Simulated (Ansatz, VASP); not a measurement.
One calculation of HfSiO4, two programs

```
CELL_PARAMETERS angstrom
-3.28625 3.28625 2.98160
3.28625 -3.28625 2.98160
3.28625 3.28625 -2.98160
ATOMIC_POSITIONS crystal
Hf 0.00698 0.99754 0.99520
Hf 0.73951 0.24633 0.50007
Si 0.50480 0.49372 0.00355
Si 0.25020 0.75181 0.50611
O 0.67734 0.49910 0.81797
O 0.24137 0.92901 0.31615
O 0.68175 0.86224 0.17892
O 0.60635 0.92568 0.68549
O 0.06691 0.37812 0.30920
O 0.50096 0.32471 0.18311
O 0.07256 0.75701 0.69003
O 0.13351 0.32321 0.81010
```

Change from the starting cell: atoms moved at random, drawn with an rms of 0.05 Å.

Alike in both runs: task single point; functional PBE; k mesh 6 × 6 × 6; occupations fermi-dirac, width 0.05 eV; no spin polarisation.

```csv
,VASP,Ansatz
version,VASP 6.6.1,Ansatz 0.2.0
potentials or method,"VASP PAW PBE potentials, release 64 (Hf_pv, Si, O), cutoff 520 eV","all-electron LAPW, scalar-relativistic"
```

VASP gave:

```
gap on the k mesh at the Fermi level (eV)                     : 5.20
least direct gap on the mesh (eV)                             : 5.56
pressure (GPa)                                                : 7.0
traceless stress, the component that is largest in VASP (GPa) : -2.67
rms of the force components (eV/Å)                            : 1.166
```

Question: Which values does Ansatz return?

Answer: gap on the k mesh at the Fermi level (eV): 5.25; least direct gap on the mesh (eV): 5.61; pressure (GPa): 8.7; traceless stress, the component that is largest in VASP (GPa): -2.65; rms of the force components (eV/Å): 1.129.

Atom by atom the forces differ by 0.095 eV/Å (rms over components). Ansatz ran all-electron here, and VASP with PAW potentials.

Spin-orbit coupling is off throughout.
